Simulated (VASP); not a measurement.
# AlN (P1) in VASP: single point with PBEsol

Aim: the single point of AlN with PBEsol.

Everything below comes from runs of VASP 6.6.1. Logs are shortened: lines on timing, memory, paths and dates and some standing lists are left out, and cuts for length are marked.

## 1. The cell of the first run

The typed cell holds 8 atoms: a = 6.624 Å, b = 3.312 Å, c = 4.188 Å, α = 90.00°, β = 90.00°, γ = 120.00°.

## 2. Single point, PBEsol

Contents of INCAR:

```
SYSTEM = AlN
PREC = Accurate
ENCUT = 520
EDIFF = 1E-6
ISMEAR = 0
SIGMA = 0.01
LREAL = .False.
LASPH = .True.
NELM = 120
ALGO = Normal
ISIF = 2
LWAVE = .False.
LCHARG = .False.
GGA = PS
NBANDS = 26
GGA_COMPAT = .False.
```

Contents of KPOINTS:

```
Automatic mesh
0
Gamma
  3 3 2
  0.5 0.5 0.5
```

Contents of POSCAR:

```
AlN
1.0
    6.6242314800      0.0000000000      0.0000000000
   -1.6560578700      2.8683763700      0.0000000000
    0.0000000000      0.0000000000      4.1875630000
Al N
4 4
Direct
    0.1592363850      0.6596717989      0.7586519892
    0.3385163665      0.3542181600      0.2468189732
    0.6632975930      0.6544981404      0.7429882249
    0.8392803547      0.3428221660      0.2411951772
    0.1684465729      0.6469544999      0.2533184575
    0.3397260853      0.3050607337      0.7574603654
    0.6692835969      0.6857154523      0.2455065154
    0.8219067317      0.3406749582      0.7636431977
```

Potentials or basis: VASP PAW PBE potentials, release 64 (Al, N).

Started as:

```sh
$ cat potpaw_PBE.64/Al/POTCAR potpaw_PBE.64/N/POTCAR > POTCAR
$ mpirun -np 1 vasp_std > vasp.out
```

OUTCAR:

```text
SYSTEM = AlN
   PREC = Accurate
   ENCUT = 520
   EDIFF = 1E-6
   ISMEAR = 0
   LREAL = .False.
   LASPH = .True.
   NELM = 120
   ISIF = 2
   GGA = PS

 ion  position               nearest neighbor table
   1  0.159  0.660  0.759-   6 1.86   8 1.94   6 2.05   5 2.07   5 2.12   4 2.73   2 2.80   4 2.84
                             2 2.85   2 2.87   2 2.93   3 3.28   3 3.31   3 3.32   3 3.35
   2  0.339  0.354  0.247-   5 1.82   7 1.90   5 2.03   6 2.06   6 2.14   3 2.79   1 2.80   3 2.82
                             1 2.85   1 2.87   1 2.93   4 3.29   4 3.30   4 3.33   4 3.34
   3  0.663  0.654  0.743-   8 1.81   6 1.86   8 1.97   7 2.09   7 2.11   2 2.79   2 2.82   4 2.82
                             4 2.84   4 2.87   4 2.88   1 3.28   1 3.31   1 3.32   1 3.35
   4  0.839  0.343  0.241-   7 1.89   5 1.89   7 1.96   8 2.00   8 2.19   1 2.73   3 2.82   3 2.84
                             1 2.84   3 2.87   3 2.88   2 3.29   2 3.30   2 3.33   2 3.34
   5  0.168  0.647  0.253-   2 1.82   4 1.89   2 2.03   1 2.07   1 2.12
   6  0.340  0.305  0.757-   1 1.86   3 1.86   1 2.05   2 2.06   2 2.14
   7  0.669  0.686  0.246-   4 1.89   2 1.90   4 1.96   3 2.09   3 2.11
   8  0.822  0.341  0.764-   3 1.81   1 1.94   3 1.97   4 2.00   4 2.19

  Warning from LATTYP: Monoclinic adjustment (A1->A3, A2->A1, A3->A2)!
  LATTYP: Found a simple orthorhombic cell.
 ALAT       =     3.3121157390
 B/A-ratio  =     1.2643166272
 C/A-ratio  =     1.7320508079

  Lattice vectors:

 A1 = (  -1.6560578700,   2.8683763700,   0.0000000000)
 A2 = (   0.0000000000,   0.0000000000,   4.1875630000)
 A3 = (   4.9681736100,   2.8683763700,   0.0000000000)

Analysis of symmetry for initial positions (statically):
=====================================================================
 Subroutine PRICEL returns:
 Original cell was already a primitive cell.

 Routine SETGRP: Setting up the symmetry group for a
 simple orthorhombic supercell.

 Subroutine GETGRP returns: Found  1 space group operations
 (whereof  1 operations were pure point group operations)
 out of a pool of  8 trial point group operations.

The static configuration has the point symmetry C_1 .

Analysis of symmetry for dynamics (positions and initial velocities):
=====================================================================
 Subroutine PRICEL returns:
 Original cell was already a primitive cell.

 Routine SETGRP: Setting up the symmetry group for a
 simple orthorhombic supercell.

 Subroutine GETGRP returns: Found  1 space group operations
 (whereof  1 operations were pure point group operations)
 out of a pool of  8 trial point group operations.

The dynamic configuration has the point symmetry C_1 .

[... 102 lines left out ...]
   POTIM  = 0.5000    time-step for ionic-motion
   TEBEG  =    0.0;   TEEND  =   0.0 temperature during run
   PSTRESS=    0.0 pullay stress
   NELECT =      32.0000    total number of electrons
   NUPDOWN=      -1.0000    fix difference up-down
   EMIN   =  10.00;   EMAX   =-10.00  energy-range for DOS
   EFERMI =   0.00;   METHOD = LEGACY
   ISMEAR =     0;   SIGMA  =   0.01  broadening in eV -4-tet -1-fermi 0-gaus
   EFERMI_NEDOS =   21; number of points for ismear=-14 and -15
   IALGO  =     38    algorithm
   IMIX   =      4    mixing-type and parameters
     AMIX     =   0.40;   BMIX     =  1.00
     AMIX_MAG =   1.60;   BMIX_MAG =  1.00
  volume/ion in A,a.u.               =       9.95        67.12
  Fermi-wavevector in a.u.,A,eV,Ry     =   1.208409  2.283561 19.867928  1.460251
  Thomas-Fermi vector in A             =   2.344017
   LORBIT       =      0    0 simple, 1 ext, 2 COOP (PROOUT), +10 PAW based schemes
   GGA     = PS    functional components
   LHFCALC =     F    Hartree Fock is set to
   AEXX    =    0.0000 exact exchange contribution
   IVDW    =     0    specifies the selected vdW correction
   LEPSILON=     F    determine dielectric tensor
   LRPA    =     F    only Hartree local field effects (RPA)
 non-spin polarized calculation
 Gauss-broadening in eV      SIGMA  =   0.01
  energy-cutoff  :      520.00
  volume of cell :       79.57
 maximum number of plane-waves:      2148
 NGX is ok and might be reduce to    50
   NGX = 25   NGY = 13   NGZ = 15

 number of electron      32.0000001 magnetization

 Free energy of the ion-electron system (eV)
  ---------------------------------------------------
  ext. energy  EPLUGINS =         0.00000000
  ---------------------------------------------------
  free energy    TOTEN  =       -61.51726775 eV

  energy without entropy =      -61.51726775  energy(sigma->0) =      -61.51726775

 E-fermi :   7.1439     XC(G=0): -11.3517

 val. band max:        7.0582171766   @ k =   0.1667   0.1667   0.2500
 cond. band min:      12.2036556310   @ k =  -0.1667   0.5000   0.2500
 fundamental gap:      5.1454384544
 Fermi energy:         7.1439465171

 k-point     1 :       0.1667    0.1667    0.2500
  band No.  band energies     occupation
      1      -8.0385      2.00000
      2      -7.2943      2.00000
      3      -5.9142      2.00000
      4      -5.7589      2.00000
      5       1.1607      2.00000
      6       1.6351      2.00000
[... 250 lines left out ...]
     25      17.4001      0.00000
     26      17.5779      0.00000

------------------------ aborting loop because EDIFF is reached ----------------------------------------

  FORCE on cell =-STRESS in cart. coord.  units (eV):
  Direction    XX          YY          ZZ          XY          YZ          ZX
  --------------------------------------------------------------------------------------
  -------------------------------------------------------------------------------------
  Total        0.5195318     -1.5267538     -1.4075994     -0.0432153     -0.0894222     -0.0080333
  in kB       10.4613978    -30.7430260    -28.3437085     -0.8701926     -1.8006231     -0.1617603
  external PRESSURE =     -16.2084456 kB  Pullay stress =       0.0000000 kB

 VOLUME and BASIS-vectors are now :
 -----------------------------------------------------------------------------
  energy-cutoff  :      520.00
  volume of cell :       79.57
      direct lattice vectors                 reciprocal lattice vectors
     6.624231480  0.000000000  0.000000000     0.150960908  0.087157321  0.000000000
    -1.656057870  2.868376370  0.000000000     0.000000000  0.348629284  0.000000000
     0.000000000  0.000000000  4.187563000     0.000000000  0.000000000  0.238802377

 POSITION                                       TOTAL-FORCE (eV/Angst)
 -----------------------------------------------------------------------------------
     -0.03764      1.89219      3.17690         0.759017     -0.655711     -0.390195
      1.65580      1.01603      1.03357         1.153843     -1.374587      0.161286
      3.30995      1.87735      3.11131        -0.665369      1.203092      0.094558
      4.99185      0.98334      1.01002        -0.863330     -0.074604      0.265985
      0.04443      1.85571      1.06079        -1.120277      1.000945      0.124098
      1.74523      0.87503      3.17191        -1.633090      0.781789     -0.271755
      3.29791      1.96689      1.02807         0.335769     -0.386354      0.739602
      4.88032      0.97718      3.19780         2.033436     -0.494571     -0.723579
 -----------------------------------------------------------------------------------
    total drift:                                0.000198     -0.000353     -0.000180

  FREE ENERGIE OF THE ION-ELECTRON SYSTEM (eV)
  ---------------------------------------------------
  free  energy   TOTEN  =       -61.5172677545 eV

  energy  without entropy=      -61.5172677545  energy(sigma->0) =      -61.51726775
```

OSZICAR:

```text
N       E                     dE             d eps       ncg     rms          rms(c)
DAV:   1     0.103672824321E+03    0.10367E+03   -0.14791E+04   468   0.111E+03
DAV:   2    -0.612667489921E+02   -0.16494E+03   -0.15303E+03   634   0.222E+02
DAV:   3    -0.700018498857E+02   -0.87351E+01   -0.86679E+01   640   0.529E+01
DAV:   4    -0.700787040517E+02   -0.76854E-01   -0.76806E-01   544   0.571E+00
DAV:   5    -0.700798345590E+02   -0.11305E-02   -0.11303E-02   632   0.692E-01    0.161E+01
DAV:   6    -0.616703202615E+02    0.84095E+01   -0.25610E+01   592   0.265E+01    0.572E+00
DAV:   7    -0.616009139783E+02    0.69406E-01   -0.14215E+00   576   0.588E+00    0.395E+00
DAV:   8    -0.615283659762E+02    0.72548E-01   -0.19529E-01   562   0.286E+00    0.698E-01
DAV:   9    -0.615168188948E+02    0.11547E-01   -0.41783E-02   608   0.107E+00    0.353E-01
DAV:  10    -0.615173352870E+02   -0.51639E-03   -0.28741E-03   542   0.304E-01    0.139E-01
DAV:  11    -0.615172673804E+02    0.67907E-04   -0.25762E-04   552   0.109E-01    0.323E-02
DAV:  12    -0.615172683960E+02   -0.10156E-05   -0.12117E-05   608   0.228E-02    0.182E-02
DAV:  13    -0.615172677545E+02    0.64147E-06   -0.18152E-06   384   0.101E-02
   1 F= -.61517268E+02 E0= -.61517268E+02  d E =-.756177E-35
```

Wall time 24 s (1 thread of Intel Xeon Platinum 8375C at 2.90GHz (Ice Lake), shared host); peak memory 0.19 GiB.

Results:

```
Free energy            : -61.5173 eV
Pressure               : -1.6 GPa
Largest force          : 2.214 eV/Å
Band gap on the k mesh : 5.15 eV
```

Forces on the atoms (eV/Å):
```
Al   0.759 -0.656 -0.390
Al   1.154 -1.375  0.161
Al  -0.665  1.203  0.095
Al  -0.863 -0.075  0.266
N   -1.120  1.001  0.124
N   -1.633  0.782 -0.272
N    0.336 -0.386  0.740
N    2.033 -0.495 -0.724
```

Caveat: the k points lie up to 0.75 Å⁻¹ apart; the PAW data sets were made with another functional, which shifts forces and pressure a little; a shifted mesh leaves out Γ, where band edges can lie. A k mesh can miss the band edges.
